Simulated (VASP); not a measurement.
A run of VASP 6.6.1:

The input INCAR:

```
PREC = Accurate
ENCUT = 520
EDIFF = 1E-6
ISMEAR = 0
SIGMA = 0.1
LREAL = F
LASPH = T
NELM = 100
ALGO = Normal
ISIF = 2
LWAVE = F
LCHARG = F
GGA = PE
NBANDS = 22
```

Contents of KPOINTS:

```
regular mesh
0
Gamma
  8 8 8
```

POSCAR

```
HfMg3Cu
1.0
    4.7540576510      0.0000000000      0.0000000000
    0.0000000000      4.7540576510      0.0000000000
    0.0000000000      0.0000000000      4.7540576510
Mg Hf Cu
3 1 1
Direct
    0.5000000000      0.0000000000      0.0000000000
    0.0000000000      0.0000000000      0.5000000000
    0.0000000000      0.5000000000      0.0000000000
    0.5000000000      0.5000000000      0.5000000000
    0.0000000000      0.0000000000      0.0000000000
```

Potentials or basis: VASP PAW PBE potentials, release 64 (Mg, Hf_pv, Cu).

The run is started by

```console
$ cat potpaw_PBE.64/Mg/POTCAR potpaw_PBE.64/Hf_pv/POTCAR potpaw_PBE.64/Cu/POTCAR > POTCAR
$ mpirun -np 1 vasp_std > vasp.out
```

Hardware: 1 thread of Intel(R) Xeon(R) Platinum 8488C (Sapphire Rapids), with other jobs on the host.

Task: Estimate the wall time of this run.

Result: Run time: 62 s on 1 thread of Intel(R) Xeon(R) Platinum 8488C (Sapphire Rapids) (shared host), peak memory 0.27 GiB. Counts: scf iterations 14, k points 35.
